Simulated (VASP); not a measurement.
Here is a VASP 6.6.1 calculation.

File INCAR:

```
PREC = Accurate
ENCUT = 520
EDIFF = 1E-7
ISMEAR = 0
SIGMA = 0.15
LREAL = False
LASPH = True
NELM = 80
ALGO = Fast
ISIF = 2
LWAVE = False
LCHARG = False
GGA = PS
NBANDS = 13
```

KPOINTS

```
regular mesh
0
Gamma
  18 18 18
```

The input POSCAR:

```
Sn
1.0
   -1.8662320419      1.8662320419      1.8378122646
    1.8662320419     -1.8662320419      1.8378122646
    1.8662320419      1.8662320419     -1.8378122646
Sn
1
Direct
    0.0000000000      0.0000000000      0.0000000000
```

Potentials or basis: VASP PAW PBE potentials, release 64 (Sn_d).

Run with:

```console
$ cat potpaw_PBE.64/Sn_d/POTCAR > POTCAR
$ mpirun -np 1 vasp_std > vasp.out
```

Q: What does it give for the pressure?

A: 1.3 GPa.

Q: What does it give for the band gap on the k mesh?

A: Zero (band 7 reaches 17.15 eV, above the bottom of band 8 at 6.02 eV).

Stress tensor (GPa, compression positive):
```
1.53 0.00 0.00
0.00 1.53 0.00
0.00 0.00 0.84
```

Caveat: the cell differs from its parent crystal (strain -0.015 along x and y, -0.030 along z); the PAW data sets were made with another functional, which shifts forces and pressure a little; spin-orbit coupling is left out, which moves the levels of the heavy elements.
